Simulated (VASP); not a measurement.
Runs of VASP 6.6.1 on HfO2. The structure is that of space group P4_2/mnm (No. 136), or close to it. The cells are those of the table. 

| cell | smearing | gap on the mesh (eV) | pressure (GPa) | largest force (eV/Å) |
| --- | --- | --- | --- | --- |
| a = 4.789, b = 4.789, c = 3.186 Å, 6 atoms | gaussian 0.02 eV | 3.83 | -2.1 | 0.04 |
| a = 4.789, b = 4.789, c = 3.186 Å, 6 atoms | gaussian 0.05 eV | 3.83 | -2.1 | 0.04 |
| a = 4.693, b = 4.693, c = 3.224 Å, 6 atoms | gaussian 0.02 eV | (a) | 3.8 | 0.24 |
| a = 4.597, b = 4.597, c = 3.281 Å, 6 atoms | gaussian 0.02 eV | 3.93 | 9.1 | 0.03 |
| a = 4.885, b = 4.885, c = 3.147 Å, 6 atoms | gaussian 0.02 eV | 3.69 | -7.1 | (b) |

Alike in all rows: task single point; level LDA; potentials or basis VASP PAW LDA potentials, release 64 (Hf_pv, O); no spin polarisation; k mesh 6 × 6 × 8; cutoff (eV) 520.

Question: Fill in the values left out.

Answer: (a) 3.95; (b) 0.05.

Caveats: spin-orbit coupling is left out, which moves the levels of the heavy elements.

A k mesh can miss the band edges, and the runs leave out spin-orbit coupling on Hf.
